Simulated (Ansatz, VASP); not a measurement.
## One calculation of AlN, two programs

```
Al N
1.0
     3.06434    0.00000    0.00000
    -1.53217    2.65379    0.00000
     0.00000    0.00000    5.12734
Al N
2 2
Direct
  0.33333 0.66667 0.00000
  0.66667 0.33333 0.50000
  0.33333 0.66667 0.38500
  0.66667 0.33333 0.88500
```

Change from the starting cell: strain -0.015 along x and y, +0.030 along z, atoms carried along.

Alike in both runs: task single point; functional PBEsol; k mesh 9 × 9 × 6; occupations gaussian, width 0.05 eV; no spin polarisation.

```csv
,VASP,Ansatz
version,VASP 6.6.1,Ansatz 0.2.0
potentials or method,"VASP PAW PBE potentials, release 64 (Al, N), cutoff 520 eV","scalar-relativistic, plane waves, PAW"
valence electrons in the cell,16,16
```

|  | VASP | Ansatz | Ansatz less VASP |
| --- | --- | --- | --- |
| gap on the k mesh at the Fermi level (eV) | 4.18 | 4.16 | -0.018 |
| least direct gap on the mesh (eV) | 4.18 | 4.16 | -0.018 |
| pressure (GPa) | 1.9 | 1.9 | +0.04 |
| traceless stress, the component that is largest in VASP (GPa) | -12.68 | -12.52 | +0.163 |
| rms of the force components (eV/Å) | 0.347 | 0.342 | -0.0047 |

VASP's potentials were made for PBE, not for PBEsol. Atom by atom the forces differ by 0.005 eV/Å (rms over components). With one functional, cell and mesh, what is left measures potentials, basis and numerics.
